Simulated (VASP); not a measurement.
Input of a VASP 6.6.1 run:

Contents of INCAR:

```
ALGO = Normal
EDIFF = 1E-6
ENCUT = 520
GGA = PE
ISIF = 2
ISMEAR = 0
LASPH = True
LCHARG = True
LELF = True
LREAL = Auto
LVHAR = True
LWAVE = False
NBANDS = 76
NELM = 80
PREC = Accurate
SIGMA = 0.15
```

The input KPOINTS:

```
k-points
0
Gamma
  2 2 2
```

The input POSCAR:

```
BeZn3Se4
1.0
    7.9569807002      0.0000000000      0.0000000000
    0.0000000000      6.8416976017      0.0000000000
    0.0000000000      0.0000000000      6.4747143670
Be Zn Se
2 6 8
Direct
    0.0000000000      0.8295372674     -0.0026528824
    0.5000000000      0.1704627326      0.4973471176
    0.5000000000      0.8397026190     -0.0030223369
    0.7484153995      0.6700383396      0.4991832467
    0.2515846005      0.6700383396      0.4991832467
    0.0000000000      0.1602973810      0.4969776631
    0.7515846005      0.3299616604     -0.0008167533
    0.2484153995      0.3299616604     -0.0008167533
    0.0000000000      0.8263702001      0.3462691687
    0.2341955809      0.6755905391      0.8824294286
    0.7658044191      0.6755905391      0.8824294286
    0.5000000000      0.8591689037      0.3811806999
    0.5000000000      0.1736297999      0.8462691687
    0.7341955809      0.3244094609      0.3824294286
    0.2658044191      0.3244094609      0.3824294286
    0.0000000000      0.1408310963      0.8811806999
```

Potentials or basis: VASP PAW PBE potentials, release 64 (Be, Zn, Se).

Command:

```sh
$ cat potpaw_PBE.64/Be/POTCAR potpaw_PBE.64/Zn/POTCAR potpaw_PBE.64/Se/POTCAR > POTCAR
$ mpirun -np 1 vasp_std > vasp.out
```

What does it give for the largest force?

0.075 eV/Å.

Predict the pressure.

-0.3 GPa.

Forces on the atoms (eV/Å):
```
Be   0.000  0.039  0.002
Be   0.000 -0.039  0.002
Zn   0.000  0.047  0.024
Zn   0.010  0.004  0.007
Zn  -0.010  0.004  0.007
Zn   0.000 -0.047  0.024
Zn  -0.010 -0.004  0.007
Zn   0.010 -0.004  0.007
Se   0.000  0.019  0.005
Se   0.069 -0.021 -0.021
Se  -0.069 -0.021 -0.021
Se   0.000 -0.026 -0.004
Se   0.000 -0.019  0.005
Se   0.069  0.021 -0.021
Se  -0.069  0.021 -0.021
Se   0.000  0.026 -0.004
```

Caveat: the k points lie up to 0.49 Å⁻¹ apart.
